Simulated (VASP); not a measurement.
Here is a VASP 6.6.1 calculation.

Contents of INCAR:

```
SYSTEM = Fe
PREC     = Accurate       ! precision mode
ENCUT    = 520            ! plane-wave cutoff, eV
EDIFF    = 1E-6           ! SCF threshold, eV
ISMEAR   = 0              ! smearing method
SIGMA    = 0.1            ! smearing width, eV
LREAL    = .FALSE.        ! projectors in reciprocal space
LASPH    = .TRUE.         ! aspherical terms in the spheres
NELM     = 150            ! most SCF steps
ALGO     = Fast           ! electronic algorithm
ISIF     = 2              ! what is computed and relaxed
LWAVE    = .FALSE.        ! write WAVECAR
LCHARG   = .TRUE.         ! write CHGCAR
ISPIN    = 2              ! spin polarisation
MAGMOM   = 4              ! initial moments
LORBIT   = 11             ! projections on sites
LMAXMIX  = 4              ! l up to which the mixer works
GGA      = RP             ! functional
LELF     = .TRUE.         ! ELF
LVHAR    = .TRUE.       
NBANDS   = 14             ! bands
NELECT   = 7.75
```

KPOINTS

```
Automatic mesh
0
Gamma
  2 2 2
  0.5 0.5 0.5
```

POSCAR

```
Fe
1.0
   -1.4553509960      1.4208034715      1.4180298461
    1.4434927245     -1.4441138850      1.4294819881
    1.4519133192      1.4406762082     -1.4413402596
Fe
1
Direct
    0.0000000000      0.0000000000      0.0000000000
```

Potentials or basis: VASP PAW PBE potentials, release 64 (Fe).

Launch:

```console
$ cat potpaw_PBE.64/Fe/POTCAR > POTCAR
$ mpirun -np 1 vasp_std > vasp.out
```

Q: Predict the site moments.

A: Fe +3.19 μB.

Q: Predict the net moment.

A: 3.25 μB per cell.

Caveat: the k points lie up to 1.57 Å⁻¹ apart; the cell carries a net charge on a neutralising background, which shifts energy and pressure.
